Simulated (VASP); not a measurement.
Wanted: the native input for a VASP 6.6.1 run.

| Property | Result |
| --- | --- |
| Task | single point |
| Functional | r2SCAN |
| Potentials or basis | VASP PAW PBE potentials, release 64 (K_sv, I) |
| Cutoff | 520 eV |
| k mesh | 6 × 6 × 6 |
| Occupations | fermi-dirac, width 0.02 eV |
| Spin | no spin polarisation |
| Dipole correction | no |
| Further INCAR settings | ALGO = Normal; EDIFF = 1e-07; NBANDS = 15 |

Crystal: KI.

```xyz
2
Lattice="0.0000 3.5446 3.5446 3.5446 0.0000 3.5446 3.5446 3.5446 0.0000" Properties=species:S:1:pos:R:3 pbc="T T T"
K     0.0000    0.0000    0.0000
I     3.5446    3.5446    3.5446
```

These files were run (other wordings do the same):

POSCAR

```
KI
1.0
    0.0000000000      3.5445661589      3.5445661589
    3.5445661589      0.0000000000      3.5445661589
    3.5445661589      3.5445661589      0.0000000000
K I
1 1
Direct
    0.0000000000      0.0000000000      0.0000000000
    0.5000000000      0.5000000000      0.5000000000
```

INCAR.step1

```
PREC     = Accurate       # precision mode
ENCUT    = 520            # plane-wave cutoff, eV
ISMEAR   = -1             # smearing method
SIGMA    = 0.02           # smearing width, eV
LREAL    = F              # projectors in reciprocal space
LASPH    = T              # aspherical terms in the spheres
NELM     = 80             # most SCF steps
NBANDS   = 15             # bands
GGA      = PE             # functional
ALGO     = Normal         # electronic algorithm
EDIFF    = 1E-4           # SCF threshold, eV
LWAVE    = T              # write WAVECAR
LCHARG   = F              # write CHGCAR
```

INCAR.step2

```
PREC     = Accurate       # precision mode
ENCUT    = 520            # plane-wave cutoff, eV
EDIFF    = 1E-7           # SCF threshold, eV
ISMEAR   = -1             # smearing method
SIGMA    = 0.02           # smearing width, eV
LREAL    = F              # projectors in reciprocal space
LASPH    = T              # aspherical terms in the spheres
NELM     = 80             # most SCF steps
ALGO     = Normal         # electronic algorithm
ISIF     = 2              # what is computed and relaxed
LWAVE    = F              # write WAVECAR
LCHARG   = F              # write CHGCAR
METAGGA  = R2SCAN         # meta-GGA
LMIXTAU  = T            
NBANDS   = 15             # bands
ISTART   = 1
```

KPOINTS

```
Automatic mesh
0
Gamma
  6 6 6
```

Potentials or basis: VASP PAW PBE potentials, release 64 (K_sv, I).

Run with:

```console
$ cat potpaw_PBE.64/K_sv/POTCAR potpaw_PBE.64/I/POTCAR > POTCAR
$ cp INCAR.step1 INCAR
$ mpirun -np 1 vasp_std > vasp.out
$ cp INCAR.step2 INCAR
$ mpirun -np 1 vasp_std > vasp.out
```

Results of the run:

| Item | Value |
| --- | --- |
| Pressure | 0.0 GPa |
| Band gap on the k mesh | 4.58 eV |

Caveat: the PAW data sets were made with another functional, which shifts forces and pressure a little; spin-orbit coupling is left out, which moves the levels of the heavy elements.

Wall time 100 s on 1 thread of AMD EPYC 7R13 Processor (Zen 3), with other jobs on the host, peak memory 0.23 GiB.
